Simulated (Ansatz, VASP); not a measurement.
**One calculation of ZnCu, two programs**

The input INCAR:

```
SYSTEM = ZnCu
  PREC = Accurate
  ENCUT = 520
  EDIFF = 1E-8
  ISMEAR = -1
  SIGMA = 0.05
  LREAL = .FALSE.
  LASPH = .TRUE.
  NELM = 60
  ALGO = Normal
  ISIF = 2
  LWAVE = .FALSE.
  LCHARG = .FALSE.
  GGA = PS
  LEFG = .TRUE.
  NBANDS = 18
```

KPOINTS

```
Automatic mesh
0
G
  14 14 14
  0 0 0
```

The input POSCAR:

```
ZnCu
1.0
    2.9837544442      0.0000000000      0.0000000000
    0.0000000000      2.9837544442      0.0000000000
    0.0000000000      0.0000000000      2.9837544442
Zn Cu
1 1
Direct
    0.5000000000      0.5000000000      0.5000000000
    0.0000000000      0.0000000000      0.0000000000
```

Input for Ansatz:

```yaml
crystal:
  lattice:
    - [2.9837544442, 0.0, 0.0]
    - [0.0, 2.9837544442, 0.0]
    - [0.0, 0.0, 2.9837544442]
  atoms:
    - { symbol: Zn, position: [0.5, 0.5, 0.5] }
    - { symbol: Cu, position: [0.0, 0.0, 0.0] }
kpoints:
  mp_grid: { grid: [14, 14, 14] }
scf:
  occupations: { method: fermi_dirac, width: 0.05 }
hamiltonian:
  xc: pbesol
  pseudopotentials: { kind: all_electron, datasets: crystal }
output:
  forces: true
  stress: true
  eigenvalues: true
  efg: { contact_densities: true }
```

Change from the starting cell: volume scaled by 1.04, crystal datasets.

Alike in both runs: task electric field gradients; functional PBEsol; k mesh 14 × 14 × 14; occupations fermi-dirac, width 0.05 eV; no spin polarisation.

|  | VASP | Ansatz |
| --- | --- | --- |
| version | VASP 6.6.1 | Ansatz 0.2.0 |
| potentials or method | VASP PAW PBE potentials, release 64 (Zn, Cu), cutoff 520 eV | all-electron PAW with datasets made for the crystal, scalar-relativistic |

Ansatz gave:

| Property | Result |
| --- | --- |
| pressure (GPa) | -8.7 |

Q: Which values does VASP return?

A: Pressure (GPa): -8.2.

VASP's potentials were made for PBE, not for PBEsol. Ansatz ran all-electron here, and VASP with PAW potentials.
